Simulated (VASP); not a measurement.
CdO, 2 atoms in the cell. It takes space group Fm-3m (No. 225, cubic). Conventional cell: a = 4.696 Å, b = 4.696 Å, c = 4.696 Å, α = 90.00°, β = 90.00°, γ = 90.00°. Cd (site symmetry m-3m) has 6 O at 2.35 Å within 3.1 Å. Within 3.1 Å of O (site symmetry m-3m) lie 6 Cd at 2.35 Å. 

```yaml
Program: VASP 6.6.1
Task: single point
Functional: PBE-based global hybrid with 30 % exact exchange
Potentials_or_basis: VASP PAW PBE potentials, release 64 (Cd, O)
Cutoff: 520 eV
k_mesh: 6 × 6 × 6
Occupations: gaussian, width 0.05 eV
Spin: no spin polarisation
Dipole_correction: no
Grid_for_exact_exchange_PRECFOCK: Normal
Share_of_exact_exchange: 0.3
Further_INCAR_settings: ALGO = Normal; EDIFF = 1e-06; NBANDS = 16
```

Potentials or basis: VASP PAW PBE potentials, release 64 (Cd, O).

Command:

```bash
$ cat potpaw_PBE.64/Cd/POTCAR potpaw_PBE.64/O/POTCAR > POTCAR
$ cp INCAR.step1 INCAR
$ mpirun -np 1 vasp_std > vasp.out
$ cp INCAR.step2 INCAR
$ mpirun -np 1 vasp_std > vasp.out
```

Hardware: 1 thread of AMD EPYC 7R13 Processor (Zen 3) (shared host).

Question: How long does it take, and how much memory?

Answer: Wall time 23 min on 1 thread of AMD EPYC 7R13 Processor (Zen 3) (shared host), peak memory 0.14 GiB. Counts: k points 16.
